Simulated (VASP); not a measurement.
# Si2W (I4/mmm) in VASP: notebook

Runs on Si2W. Level: PBE. Tasks: single point.

Program: VASP 6.6.1. These are calculated values, not measurements. Logs are shortened: lines on timing, memory, paths and dates and some standing lists are left out, and cuts for length are marked.

## Step 1: The cell of the first run

Symmetry: I4/mmm, No. 139, tetragonal system. The conventional cell has a = 3.201 Å, b = 3.201 Å, c = 7.854 Å, α = 90.00°, β = 90.00°, γ = 90.00°. Within 3.4 Å of Si (site symmetry 4mm) lie 9 Si at 2.61 to 3.20 Å and 5 W at 2.62 Å. Within 3.4 Å of W (site symmetry 4/mmm) lie 10 Si at 2.62 Å and 4 W at 3.20 Å.

## Step 2: Single point, PBE (volume scaled by 0.99)

The input, INCAR:

```
SYSTEM = Si2W
PREC = Accurate
ENCUT = 520
EDIFF = 1E-6
ISMEAR = -1
SIGMA = 0.05
LREAL = .False.
LASPH = .True.
NELM = 60
ALGO = Normal
ISIF = 2
LWAVE = .False.
LCHARG = .False.
GGA = PE
NBANDS = 18
ISYM = 0
```

The input, KPOINTS:

```
regular mesh
0
Gamma
  11 11 14
  0 0 0
```

The input, POSCAR:

```
Si2W
1.0
   -1.6006287224      1.6006287224      3.9268226440
    1.6006287224     -1.6006287224      3.9268226440
    1.6006287224      1.6006287224     -3.9268226440
Si W
2 1
Direct
    0.3330000000      0.3330000000      0.0000000000
    0.6670000000      0.6670000000      0.0000000000
    0.0000000000      0.0000000000      0.0000000000
```

Potentials or basis: VASP PAW PBE potentials, release 64 (Si, W_sv).

Started as:

```console
> cat potpaw_PBE.64/Si/POTCAR potpaw_PBE.64/W_sv/POTCAR > POTCAR
> mpirun -np 1 vasp_std > vasp.out
```

OUTCAR:

```text
SYSTEM = Si2W
   PREC = Accurate
   ENCUT = 520
   EDIFF = 1E-6
   ISMEAR = -1
   LREAL = .False.
   LASPH = .True.
   NELM = 60
   ISIF = 2
   GGA = PE
   ISYM = 0

 ion  position               nearest neighbor table
   1  0.333  0.333  0.000-   2 2.61   2 2.61   2 2.61   2 2.61   3 2.62   3 2.62   3 2.62   3 2.62
                             3 2.62   2 2.62
   2  0.667  0.667  0.000-   1 2.61   1 2.61   1 2.61   1 2.61   3 2.62   3 2.62   3 2.62   3 2.62
                             3 2.62   1 2.62
   3  0.000  0.000  0.000-   1 2.62   2 2.62   2 2.62   1 2.62   2 2.62   1 2.62   2 2.62   1 2.62
                             1 2.62   2 2.62

IMPORTANT INFORMATION: All symmetrisations will be switched off!
NOSYMM: (Re-)initialisation of all symmetry stuff for point group C_1.

----------------------------------------------------------------------------------------

                                     Primitive cell

  volume of cell :      40.2423

  direct lattice vectors                    reciprocal lattice vectors
    -1.600628722  1.600628722  3.926822644     0.000000000  0.312377251  0.127329407
     1.600628722 -1.600628722  3.926822644     0.312377251  0.000000000  0.127329407
     1.600628722  1.600628722 -3.926822644     0.312377251  0.312377251  0.000000000

  length of vectors
     4.532544615  4.532544615  4.532544615     0.337331180  0.337331180  0.441768145

  position of ions in fractional coordinates (direct lattice)
     0.333000000  0.333000000  0.000000000
     0.667000000  0.667000000  0.000000000
     0.000000000  0.000000000  0.000000000

  ion indices of the primitive-cell ions
   primitive index   ion index
                 1           1
                 2           2
                 3           3

----------------------------------------------------------------------------------------

 KPOINTS: regular mesh

Automatic generation of k-mesh.
 Grid dimensions read from file:
 generate k-points for:   11   11   14

 Generating k-lattice:

  Cartesian coordinates                     Fractional coordinates (reciprocal lattice)
     0.000000000  0.028397932  0.011575401     0.090909091  0.000000000  0.000000000
     0.028397932  0.000000000  0.011575401     0.000000000  0.090909091  0.000000000
     0.022312661  0.022312661  0.000000000     0.000000000  0.000000000  0.071428571

  Length of vectors
     0.030666471  0.030666471  0.031554867

  Shift w.r.t. Gamma in fractional coordinates (k-lattice)
     0.000000000  0.000000000  0.000000000

 -----------------------------------------------------------------------------
|                                                                             |
|           W    W    AA    RRRRR   N    N  II  N    N   GGGG   !!!           |
|           W    W   A  A   R    R  NN   N  II  NN   N  G    G  !!!           |
|           W    W  A    A  R    R  N N  N  II  N N  N  G       !!!           |
|           W WW W  AAAAAA  RRRRR   N  N N  II  N  N N  G  GGG   !            |
|           WW  WW  A    A  R   R   N   NN  II  N   NN  G    G                |
|           W    W  A    A  R    R  N    N  II  N    N   GGGG   !!!           |
|                                                                             |
|     Your reciprocal lattice and k-lattice belong to different lattice       |
|     classes:                                                                |
|                                                                             |
|        The reciprocal lattice is body-centered tetragonal,                  |
|        whereas your k-lattice is base-centered monoclinic.                  |
|                                                                             |
|     Results are often still useful ...                                      |
|                                                                             |
 -----------------------------------------------------------------------------

 WARNING: IBZKPT: internal override: KBLOWUP is changed to .FALSE.
      ... skipping the blow-up phase ...

 Subroutine IBZKPT returns following result:
 ===========================================

 Found    848 irreducible k-points:

 Following reciprocal coordinates:
            Coordinates               Weight
  0.000000  0.000000  0.000000      1.000000
  0.090909  0.000000  0.000000      2.000000
  0.181818  0.000000  0.000000      2.000000
  0.272727  0.000000 -0.000000      2.000000
  0.363636  0.000000 -0.000000      2.000000
  0.454545  0.000000 -0.000000      2.000000
[... 16 lines left out ...]
  0.454545  0.181818 -0.000000      2.000000
 -0.454545  0.181818  0.000000      2.000000
 [... further k-points ...]
   k-points           NKPTS =    848   k-points in BZ     NKDIM =    848   number of bands    NBANDS=     18
   number of dos      NEDOS =    301   number of ions     NIONS =      3
   total plane-waves  NPLWV =  46656
   dimension x,y,z NGX =    36 NGY =   36 NGZ =   36
   dimension x,y,z NGXF=    72 NGYF=   72 NGZF=   72
   ions per type =               2   1
   NGX,Y,Z   is equivalent  to a cutoff of  13.20, 13.20, 13.20 a.u.
   NGXF,Y,Z  is equivalent  to a cutoff of  26.41, 26.41, 26.41 a.u.
 SYSTEM =  Si2W
   PREC   = accura    normal or accurate (medium, high low for compatibility)
   ISTART =      0    job   : 0-new  1-cont  2-samecut
   ICHARG =      2    charge: 1-file 2-atom 10-const
   ISPIN  =      1    spin polarized calculation?
   LNONCOLLINEAR =      F non collinear calculations
   LSORBIT =      F    spin-orbit coupling
   LASPH  =      T    aspherical Exc in radial PAW
   ENCUT  =  520.0 eV  38.22 Ry    6.18 a.u.   8.43  8.43  8.43*2*pi/ulx,y,z
   NELM   =     60;   NELMIN=  2; NELMDL= -5     # of ELM steps
   EDIFF  = 0.1E-05   stopping-criterion for ELM
   LREAL  =      F    real-space projection
   EDIFFG = 0.1E-04   stopping-criterion for IOM
   NSW    =      0    number of steps for IOM
   IBRION =     -1    ionic relax: 0-MD 1-quasi-New 2-CG
   NFREE  =      0    steps in history (QN), initial steepest desc. (CG)
   ISIF   =      2    stress and relaxation
   ISYM   =      0    0-nonsym 1-usesym 2-fastsym
   POTIM  = 0.5000    time-step for ionic-motion
   TEBEG  =    0.0;   TEEND  =   0.0 temperature during run
   PSTRESS=    0.0 pullay stress
   NELECT =      22.0000    total number of electrons
   NUPDOWN=      -1.0000    fix difference up-down
   EMIN   =  10.00;   EMAX   =-10.00  energy-range for DOS
   EFERMI =   0.00;   METHOD = LEGACY
   ISMEAR =    -1;   SIGMA  =   0.05  broadening in eV -4-tet -1-fermi 0-gaus
   EFERMI_NEDOS =   21; number of points for ismear=-14 and -15
   IALGO  =     38    algorithm
   IMIX   =      4    mixing-type and parameters
     AMIX     =   0.40;   BMIX     =  1.00
     AMIX_MAG =   1.60;   BMIX_MAG =  1.00
  volume/ion in A,a.u.               =      13.41        90.52
  Fermi-wavevector in a.u.,A,eV,Ry     =   1.338613  2.529611 24.380056  1.791884
  Thomas-Fermi vector in A             =   2.467069
   LORBIT       =      0    0 simple, 1 ext, 2 COOP (PROOUT), +10 PAW based schemes
   GGA     = PE    functional components
   LHFCALC =     F    Hartree Fock is set to
   AEXX    =    0.0000 exact exchange contribution
   IVDW    =     0    specifies the selected vdW correction
   LEPSILON=     F    determine dielectric tensor
   LRPA    =     F    only Hartree local field effects (RPA)
 non-spin polarized calculation
  energy-cutoff  :      520.00
  volume of cell :       40.24
 maximum number of plane-waves:      1108
 NGX is ok and might be reduce to    36
   NGX = 17   NGY = 17   NGZ = 17

 number of electron      21.9999999 magnetization

 Free energy of the ion-electron system (eV)
  ---------------------------------------------------
  ext. energy  EPLUGINS =         0.00000000
  ---------------------------------------------------
  free energy    TOTEN  =       -24.80219493 eV

  energy without entropy =      -24.80007844  energy(sigma->0) =      -24.80113668

 E-fermi :  12.0702     XC(G=0): -12.5535

 val. band max:       12.0667115924   @ k =  -0.3636   0.3636   0.4286
 cond. band min:      12.0727311452   @ k =   0.3636  -0.2727   0.4286
 fundamental gap:      0.0060195527
 Fermi energy:        12.0702330136

 k-point     1 :       0.0000    0.0000    0.0000
  band No.  band energies     occupation
      1     -61.8093      2.00000
      2     -26.0874      2.00000
      3     -26.0406      2.00000
      4     -26.0405      2.00000
      5      -2.1032      2.00000
      6       5.1729      2.00000
[... 10 lines left out ...]
     17      17.6775      0.00000
     18      17.6778      0.00000

 k-point     2 :       0.0909    0.0000    0.0000
  band No.  band energies     occupation
      1     -61.8087      2.00000
      2     -26.0861      2.00000
      3     -26.0587      2.00000
      4     -26.0389      2.00000
      5      -1.9449      2.00000
      6       5.1846      2.00000
[... 10 lines left out ...]
     17      17.7216      0.00000
     18      18.2369      0.00000

 k-point     3 :       0.1818    0.0000    0.0000
  band No.  band energies     occupation
      1     -61.8070      2.00000
      2     -26.1073      2.00000
      3     -26.0823      2.00000
      4     -26.0345      2.00000
      5      -1.4795      2.00000
      6       5.1371      2.00000
[... 10 lines left out ...]
     17      18.2773      0.00000
     18      19.4885      0.00000

 k-point     4 :       0.2727    0.0000   -0.0000
  band No.  band energies     occupation
      1     -61.8048      2.00000
      2     -26.1701      2.00000
      3     -26.0774      2.00000
      4     -26.0287      2.00000
      5      -0.7344      2.00000
      6       4.7285      2.00000
[... 375 lines left out ...]
      4     -26.0677      2.00000
      5       1.0058      2.00000
      6       3.6829      2.00000
[... 10 lines left out ...]
     17      19.2163      0.00000
     18      20.6012      0.00000

 k-point    23 :       0.4545    0.1818   -0.0000
  band No.  band energies     occupation
      1     -61.7992      2.00000
      2     -26.2517      2.00000
      3     -26.0835      2.00000
      4     -26.0638      2.00000
      5       2.0922      2.00000
      6       2.6595      2.00000
[... 10 lines left out ...]
     17      19.3969      0.00000
     18      20.9875      0.00000

 k-point    24 :      -0.4545    0.1818    0.0000
  band No.  band energies     occupation
      1     -61.7992      2.00000
      2     -26.2516      2.00000
      3     -26.0835      2.00000
      4     -26.0628      2.00000
      5       1.5052      2.00000
      6       3.2537      2.00000
[... 10 lines left out ...]
     17      19.2417      0.00000
     18      20.5085      0.00000

 [... further k-points ...]
[... 5 lines left out ...]
  --------------------------------------------------------------------------------------
  -------------------------------------------------------------------------------------
  Total        1.2239451      1.2239460      0.6346255      0.0121147      0.0008489      0.0008488
  in kB       48.7292854     48.7293196     25.2665307      0.4823247      0.0337969      0.0337928
  external PRESSURE =      40.9083785 kB  Pullay stress =       0.0000000 kB

 VOLUME and BASIS-vectors are now :
 -----------------------------------------------------------------------------
  energy-cutoff  :      520.00
  volume of cell :       40.24
      direct lattice vectors                 reciprocal lattice vectors
    -1.600628722  1.600628722  3.926822644     0.000000000  0.312377251  0.127329407
     1.600628722 -1.600628722  3.926822644     0.312377251  0.000000000  0.127329407
     1.600628722  1.600628722 -3.926822644     0.312377251  0.312377251  0.000000000

 POSITION                                       TOTAL-FORCE (eV/Angst)
 -----------------------------------------------------------------------------------
      0.00000      0.00000      2.61526        -0.000523     -0.000523      0.189679
      0.00000      0.00000      5.23838         0.000523      0.000523     -0.189679
      0.00000      0.00000      0.00000         0.000000     -0.000000     -0.000000
 -----------------------------------------------------------------------------------
    total drift:                                0.000000     -0.000000     -0.000000

  FREE ENERGIE OF THE ION-ELECTRON SYSTEM (eV)
  ---------------------------------------------------
  free  energy   TOTEN  =       -24.8021949272 eV

  energy  without entropy=      -24.8000784418  energy(sigma->0) =      -24.80113668
```

It took 7 min on 1 thread of Intel Xeon Platinum 8488C (Sapphire Rapids), shared host; peak memory 0.67 GiB.

What came out:

```yaml
Free_energy: -24.8022 eV
Pressure: 4.1 GPa
Largest_force: 0.190 eV/Å
Band_gap_on_the_k_mesh: zero (band 11 reaches 12.78 eV, above the bottom of band 12 at 11.51 eV)
```

Forces on the atoms (eV/Å):
```
Si  -0.001 -0.001  0.190
Si   0.001  0.001 -0.190
W    0.000  0.000  0.000
```

Stress tensor (GPa, compression positive):
```
4.87 0.05 0.00
0.05 4.87 0.00
0.00 0.00 2.53
```

Caveat: spin-orbit coupling is left out, which moves the levels of the heavy elements.

## Step 3: Single point, PBE (volume scaled by 1.06)

The input, INCAR:

```
  ALGO = Normal
  EDIFF = 1E-6
  ENCUT = 520
  GGA = PE
  ISIF = 2
  ISMEAR = -1
  ISYM = 0
  LASPH = True
  LCHARG = False
  LREAL = False
  LWAVE = False
  NBANDS = 18
  NELM = 80
  PREC = Accurate
  SIGMA = 0.05
```

The input, KPOINTS:

```
k-points
0
Gamma
  11 11 14
```

The input, POSCAR:

```
Si2W
1.0
   -1.6374981928      1.6374981928      4.0172745203
    1.6374981928     -1.6374981928      4.0172745203
    1.6374981928      1.6374981928     -4.0172745203
Si W
2 1
Direct
    0.3330000000      0.3330000000      0.0000000000
    0.6670000000      0.6670000000      0.0000000000
    0.0000000000      0.0000000000      0.0000000000
```

Potentials or basis: VASP PAW PBE potentials, release 64 (Si, W_sv).

Started as:

```console
> cat potpaw_PBE.64/Si/POTCAR potpaw_PBE.64/W_sv/POTCAR > POTCAR
> mpirun -np 1 vasp_std > vasp.out
```

OUTCAR:

```text
EDIFF = 1E-6
   ENCUT = 520
   GGA = PE
   ISIF = 2
   ISMEAR = -1
   ISYM = 0
   LASPH = True
   LREAL = False
   NELM = 80
   PREC = Accurate

 ion  position               nearest neighbor table
   1  0.333  0.333  0.000-   2 2.67   2 2.67   2 2.67   2 2.67   3 2.68   3 2.68   3 2.68   3 2.68
                             3 2.68   2 2.68
   2  0.667  0.667  0.000-   1 2.67   1 2.67   1 2.67   1 2.67   3 2.68   3 2.68   3 2.68   3 2.68
                             3 2.68   1 2.68
[... 679 lines left out ...]
     17      17.8657      0.00000
     18      18.9752      0.00000

 [... further k-points ...]
[... 5 lines left out ...]
  --------------------------------------------------------------------------------------
  -------------------------------------------------------------------------------------
  Total       -2.3625048     -2.3625011     -3.3613196      0.0127283     -0.0006956     -0.0006954
  in kB      -87.8476458    -87.8475078   -124.9876872      0.4732888     -0.0258645     -0.0258593
  external PRESSURE =    -100.2276136 kB  Pullay stress =       0.0000000 kB

 VOLUME and BASIS-vectors are now :
 -----------------------------------------------------------------------------
  energy-cutoff  :      520.00
  volume of cell :       43.09
      direct lattice vectors                 reciprocal lattice vectors
    -1.637498193  1.637498193  4.017274520     0.000000000  0.305343848  0.124462493
     1.637498193 -1.637498193  4.017274520     0.305343848  0.000000000  0.124462493
     1.637498193  1.637498193 -4.017274520     0.305343848  0.305343848  0.000000000

 POSITION                                       TOTAL-FORCE (eV/Angst)
 -----------------------------------------------------------------------------------
      0.00000      0.00000      2.67550        -0.000052     -0.000052      0.322795
      0.00000      0.00000      5.35904         0.000052      0.000052     -0.322795
      0.00000      0.00000      0.00000        -0.000000      0.000000     -0.000000
 -----------------------------------------------------------------------------------
    total drift:                               -0.000000      0.000000     -0.000001

  FREE ENERGIE OF THE ION-ELECTRON SYSTEM (eV)
  ---------------------------------------------------
  free  energy   TOTEN  =       -24.7429493103 eV

  energy  without entropy=      -24.7403467010  energy(sigma->0) =      -24.74164801
```

OSZICAR:

```text
N       E                     dE             d eps       ncg     rms          rms(c)
DAV:   1     0.128823832860E+03    0.12882E+03   -0.10810E+04 30528   0.122E+03
DAV:   2    -0.211952086820E+02   -0.15002E+03   -0.14656E+03 35126   0.317E+02
DAV:   3    -0.256496578312E+02   -0.44544E+01   -0.43983E+01 38462   0.490E+01
DAV:   4    -0.256909398131E+02   -0.41282E-01   -0.41212E-01 36442   0.496E+00
DAV:   5    -0.256913996724E+02   -0.45986E-03   -0.45983E-03 36506   0.562E-01    0.222E+01
DAV:   6    -0.248620239820E+02    0.82938E+00   -0.44952E+00 32654   0.142E+01    0.693E+00
DAV:   7    -0.247712210185E+02    0.90803E-01   -0.39714E-01 32352   0.337E+00    0.435E+00
DAV:   8    -0.247434689319E+02    0.27752E-01   -0.64348E-02 33990   0.195E+00    0.339E-01
DAV:   9    -0.247430541426E+02    0.41479E-03   -0.14353E-03 36396   0.293E-01    0.212E-01
DAV:  10    -0.247429590873E+02    0.95055E-04   -0.36704E-04 35544   0.165E-01    0.370E-02
DAV:  11    -0.247429491651E+02    0.99222E-05   -0.56455E-05 34470   0.555E-02    0.198E-02
DAV:  12    -0.247429493103E+02   -0.14514E-06   -0.28202E-06 29014   0.107E-02
   1 F= -.24742949E+02 E0= -.24741648E+02  d E =-.260261E-02
```

It took 7.2 min on 1 thread of Intel Xeon Platinum 8488C (Sapphire Rapids), shared host; peak memory 0.69 GiB.

Results:

```
Free energy            : -24.7429 eV
Pressure               : -10.0 GPa
Largest force          : 0.323 eV/Å
Band gap on the k mesh : zero (band 11 reaches 11.74 eV, above the bottom of band 12 at 10.58 eV)
```

Forces on the atoms (eV/Å):
```
Si   0.000  0.000  0.323
Si   0.000  0.000 -0.323
W    0.000  0.000  0.000
```

Caveat: spin-orbit coupling is left out, which moves the levels of the heavy elements.

(Part 1 of 2 ends here.)
